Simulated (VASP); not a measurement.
Here is a VASP 6.6.1 calculation.

File POSCAR:

```
CdS
1.0
    4.1637941282      0.0000000000      0.0000000000
   -2.0818970641      3.6059514912      0.0000000000
    0.0000000000      0.0000000000      6.7662481659
Cd S
2 2
Direct
    0.3333333333      0.6666666667     -0.0009613669
    0.6666666667      0.3333333333      0.4990386331
    0.3333333333      0.6666666667      0.3759613669
    0.6666666667      0.3333333333      0.8759613669
```

INCAR.step1

```
SYSTEM = CdS
ALGO = Normal ; EDIFF = 1E-4
ENCUT = 600 ; GGA = PE
ISMEAR = 0 ; LASPH = .True.
LCHARG = .False. ; LREAL = .False.
LWAVE = .True. ; NELM = 60
PREC = Accurate ; SIGMA = 0.01
```

Contents of INCAR.step2:

```
SYSTEM = CdS
ALGO = Normal ; EDIFF = 1E-6
EDIFFG = -0.002 ; ENCUT = 600
IBRION = 2 ; ISIF = 3
ISMEAR = 0 ; ISTART = 1
LASPH = .True. ; LCHARG = .False.
LMIXTAU = .True. ; LREAL = .False.
LWAVE = .False. ; METAGGA = R2SCAN
NELM = 60 ; NSW = 100
PREC = Accurate ; PSTRESS = -20.0
SIGMA = 0.01
```

File KPOINTS:

```
k-points
0
Gamma
  6 6 4
  0 0 0
```

Potentials or basis: VASP PAW PBE potentials, release 64 (Cd, S).

The run is started by

```console
$ cat potpaw_PBE.64/Cd/POTCAR potpaw_PBE.64/S/POTCAR > POTCAR
$ cp INCAR.step1 INCAR
$ mpirun -np 1 vasp_std > vasp.out
$ cp INCAR.step2 INCAR
$ mpirun -np 1 vasp_std > vasp.out
```

**Question.** What does it give for the relaxed volume?

**Answer.** 26.44 Å³/atom.

**Question.** What does it give for the space group after relaxing (to 0.1 Å)?

**Answer.** P6_3mc (No. 186).

**Question.** What does it give for the relaxed cell?

**Answer.** a = 4.220 Å, b = 4.220 Å, c = 6.857 Å, α = 90.00°, β = 90.00°, γ = 120.00°.

Step by step:
```tsv
step	energy change (eV)	largest force (eV/Å)	pressure (GPa)	volume (Å³)
1	0.0000	0.0020	0.31	101.59
2	0.0422	0.0025	-2.60	107.06
3	0.0233	0.0015	-1.98	105.74
4	0.0244	0.0016	-2.02	105.83
5	0.0236	0.0009	-1.99	105.77
```

Caveat: the cell is relaxed towards a set pressure, so the run minimises the enthalpy, not the energy; the PAW data sets were made with another functional, which shifts forces and pressure a little. Zero-point motion and thermal expansion aren't in these numbers.
